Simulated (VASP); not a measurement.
Crystal: Ta.

```
Ta
1.0
     2.90037    0.00000    0.00000
    -1.45019    2.51180    0.00000
     0.00000    0.00000    5.16627
Ta
2
Cartesian
  0.0000 1.6745 1.2916
  1.4502 0.8373 3.8747
```

This isn't the form of Ta at room conditions, which is bcc.

Base run:

| Quantity | Value |
| --- | --- |
| Program | VASP 6.6.1 |
| Functional | r2SCAN |
| Potentials or basis | VASP PAW PBE potentials, release 64 (Ta_sv_GW) |
| Cutoff | 550 eV |
| k mesh | 11 × 11 × 5 |
| Occupations | fermi-dirac, width 0.05 eV |
| Spin | no spin polarisation |

Its results: band gap on the k mesh zero (bands 13 and 14 overlap by 1.49 eV); pressure -4.5 GPa.

The run is repeated on the same cell with these changes: functional from r2SCAN to PBEsol-based global hybrid with 25 % exact exchange; cutoff from 550 eV to 400 eV; k mesh from 11 × 11 × 5 to 6 × 6 × 3. What comes out?

Band gap on the k mesh zero (bands 13 and 14 overlap by 2.43 eV); pressure -13.0 GPa.

Several settings changed at once.

Caveats: some runs use coarse meshes; the PAW data sets were made with another functional, which shifts forces and pressure a little; spin-orbit coupling is left out, which moves the levels of the heavy elements; the cell stands under tension (at least some runs).
